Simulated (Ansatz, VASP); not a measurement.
# SrO in VASP and in Ansatz

```xyz
2
Lattice="0.0000 2.5747 2.5747 2.5747 0.0000 2.5747 2.5747 2.5747 0.0000" Properties=species:S:1:pos:R:3 pbc="T T T"
Sr    2.5747    2.5747    2.5747
O     0.0000    0.0000    0.0000
```

Alike in both runs: functional PBE; dispersion D3(BJ); k mesh 8 × 8 × 8; occupations gaussian, width 0.02 eV; no spin polarisation.

Ansatz relaxed the structure, and its values are those at the end. VASP's run is a single point on that final structure, the one shown.

```csv
,VASP,Ansatz
version,VASP 6.6.1,Ansatz 0.2.0
potentials or method,"VASP PAW PBE potentials, release 64 (Sr_sv, O), cutoff 520 eV","scalar-relativistic, plane waves, PAW"
valence electrons in the cell,16,16
```

Ansatz gave:

```
gap on the k mesh at the Fermi level (eV) : 3.32
least direct gap on the mesh (eV)         : 3.40
pressure (GPa)                            : 0.0
```

Task: What did VASP give for the same quantities?

Result: gap on the k mesh at the Fermi level (eV): 3.27; least direct gap on the mesh (eV): 3.36; pressure (GPa): 0.6.
